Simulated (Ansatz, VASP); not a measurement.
# Lu in VASP and in Ansatz

The input INCAR:

```
PREC = Accurate ; ENCUT = 520
EDIFF = 1E-8 ; ISMEAR = -1
SIGMA = 0.03 ; LREAL = False
LASPH = True ; NELM = 60
ALGO = Normal ; ISIF = 2
LWAVE = False ; LCHARG = False
GGA = PE ; LEFG = True
NBANDS = 32
```

File KPOINTS:

```
Automatic mesh
0
Gamma
  11 11 11
```

Contents of POSCAR:

```
Lu
1.0
    0.0000000000      3.7538415337      3.7538415337
    3.7538415337      0.0000000000      3.7538415337
    3.7538415337      3.7538415337      0.0000000000
Lu
2
Direct
    0.0000000000      0.0000000000      0.0000000000
    0.2500000000      0.2500000000      0.2500000000
```

Input for Ansatz:

```yaml
crystal:
  lattice:
    - [0.0, 3.7538415337, 3.7538415337]
    - [3.7538415337, 0.0, 3.7538415337]
    - [3.7538415337, 3.7538415337, 0.0]
  atoms:
    - { symbol: Lu, position: [0.0, 0.0, 0.0] }
    - { symbol: Lu, position: [0.25, 0.25, 0.25] }
kpoints:
  mp_grid: { grid: [11, 11, 11] }
scf:
  occupations: { method: fermi_dirac, width: 0.03 }
hamiltonian:
  xc: pbe
  pseudopotentials: { kind: paw }
output:
  forces: true
  stress: true
  eigenvalues: true
  efg: { contact_densities: true }
```

Change from the starting cell: volume scaled by 1.05, PAW files.

Alike in both runs: task electric field gradients; functional PBE; k mesh 11 × 11 × 11; occupations fermi-dirac, width 0.03 eV; no spin polarisation.

|  | VASP | Ansatz |
| --- | --- | --- |
| version | VASP 6.6.1 | Ansatz 0.2.0 |
| potentials or method | VASP PAW PBE potentials, release 64 (Lu) | PAW with Ansatz's default frozen-core files, scalar-relativistic |
| plane-wave cutoff (eV) | 520 | 420 |
| valence electrons in the cell | 50 | 50 |

|  | VASP | Ansatz | Ansatz less VASP |
| --- | --- | --- | --- |
| pressure (GPa) | -0.5 | -0.6 | -0.01 |

Neither program's run includes spin-orbit coupling.
